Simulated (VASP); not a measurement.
Here is a VASP 6.6.1 calculation.

File POSCAR:

```
LiYbN2
1.0
    0.0000000000      4.4293787000      0.0000000000
    4.4293787000      0.0000000000      0.0000000000
    2.2146888400      2.2146888400     -5.5704412100
Li Yb N
2 2 4
Direct
    0.6250000000      0.3750000000      0.2500000000
    0.3750000000      0.6250000000      0.7500000000
    0.8750000000      0.1250000000      0.7500000000
    0.1250000000      0.8750000000      0.2500000000
    0.3342500000      0.0842500000      0.8315000000
    0.0842500000      0.3342500000      0.3315000000
    0.6657500000      0.9157500000      0.1685000000
    0.9157500000      0.6657500000      0.6685000000
```

The input INCAR.step1:

```
PREC     = Accurate       # precision mode
ENCUT    = 520            # plane-wave cutoff, eV
EDIFF    = 1E-6           # SCF threshold, eV
ISMEAR   = 0              # smearing method
SIGMA    = 0.0592         # smearing width, eV
LREAL    = F              # projectors in reciprocal space
LASPH    = T              # aspherical terms in the spheres
NELM     = 150            # most SCF steps
ALGO     = Normal         # electronic algorithm
ISIF     = 2              # what is computed and relaxed
LWAVE    = F              # write WAVECAR
LCHARG   = T              # write CHGCAR
ISPIN    = 2              # spin polarisation
MAGMOM   = 0 0 1 -1 0 0 0 0 # initial moments
LMAXMIX  = 6              # l up to which the mixer works
GGA      = PE             # functional
NBANDS   = 51             # bands
```

File KPOINTS.step1:

```
regular mesh
0
Gamma
  5 5 5
```

The input INCAR.step2:

```
PREC     = Accurate       # precision mode
ENCUT    = 520            # plane-wave cutoff, eV
EDIFF    = 1E-6           # SCF threshold, eV
ISMEAR   = -5             # smearing method
SIGMA    = 0.0592         # smearing width, eV
LREAL    = F              # projectors in reciprocal space
LASPH    = T              # aspherical terms in the spheres
NELM     = 150            # most SCF steps
ALGO     = Normal         # electronic algorithm
ISIF     = 2              # what is computed and relaxed
LWAVE    = F              # write WAVECAR
LCHARG   = F              # write CHGCAR
ISPIN    = 2              # spin polarisation
MAGMOM   = 0 0 1 -1 0 0 0 0 # initial moments
LORBIT   = 10             # projections on sites
LMAXMIX  = 6              # l up to which the mixer works
GGA      = PE             # functional
NBANDS   = 51             # bands
NEDOS    = 1001           # points of the DOS
ICHARG   = 11             # starting density
```

The input KPOINTS.step2:

```
regular mesh
0
Gamma
  8 8 8
```

Potentials or basis: VASP PAW PBE potentials, release 64 (Li_sv, Yb, N).

Run with:

```sh
$ cat potpaw_PBE.64/Li_sv/POTCAR potpaw_PBE.64/Yb/POTCAR potpaw_PBE.64/N/POTCAR > POTCAR
$ cp INCAR.step1 INCAR
$ cp KPOINTS.step1 KPOINTS
$ mpirun -np 1 vasp_std > vasp.out
$ cp INCAR.step2 INCAR
$ cp KPOINTS.step2 KPOINTS
$ mpirun -np 1 vasp_std > vasp.out
```

(1) Predict the net moment.

Results:

(1) 0.00 μB per cell.
